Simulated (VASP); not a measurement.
Wanted: the native input for a VASP 6.6.1 run.

- Task: single point
- Functional: PBEsol
- Potentials or basis: VASP PAW PBE potentials, release 64 (S)
- Cutoff: 520 eV
- k mesh: 9 × 9 × 6
- Occupations: gaussian, width 0.02 eV
- Spin: no spin polarisation
- Dipole correction: no
- Further INCAR settings: ALGO = Normal; EDIFF = 1e-07; NBANDS = 16

The structure of S lies in POSCAR:

```
S
1.0
    4.2117092996      0.0000000000      0.0000000000
   -2.1058546498      3.6474472468      0.0000000000
    0.0000000000      0.0000000000      4.7864138796
S
3
Direct
    0.2170000000      0.0000000000      0.1666666667
    0.0000000000      0.2170000000      0.8333333333
    0.7830000000      0.7830000000      0.5000000000
```

This cell differs from its parent crystal: Se replaced by S, lengths x 0.925, strained.

One way to write it, as run:

INCAR

```
SYSTEM = S
PREC = Accurate
ENCUT = 520
EDIFF = 1E-7
ISMEAR = 0
SIGMA = 0.02
LREAL = .False.
LASPH = .True.
NELM = 60
ALGO = Normal
ISIF = 2
LWAVE = .False.
LCHARG = .False.
GGA = PS
NBANDS = 16
```

KPOINTS

```
regular mesh
0
Gamma
  9 9 6
  0 0 0
```

Potentials or basis: VASP PAW PBE potentials, release 64 (S).

Launch:

```bash
$ cat potpaw_PBE.64/S/POTCAR > POTCAR
$ mpirun -np 1 vasp_std > vasp.out
```

It gave:

* Pressure: -9.1 GPa
* Largest force: 1.792 eV/Å
* Band gap on the k mesh: 1.09 eV, indirect (least direct gap 1.29 eV)

Caveat: the cell differs from its parent crystal (Se replaced by S, lengths x 0.925, strained); the PAW data sets were made with another functional, which shifts forces and pressure a little.

Run time: 48 s on 1 thread of Intel(R) Xeon(R) Platinum 8375C CPU @ 2.90GHz (Ice Lake), on a shared host, peak memory 0.2 GiB.
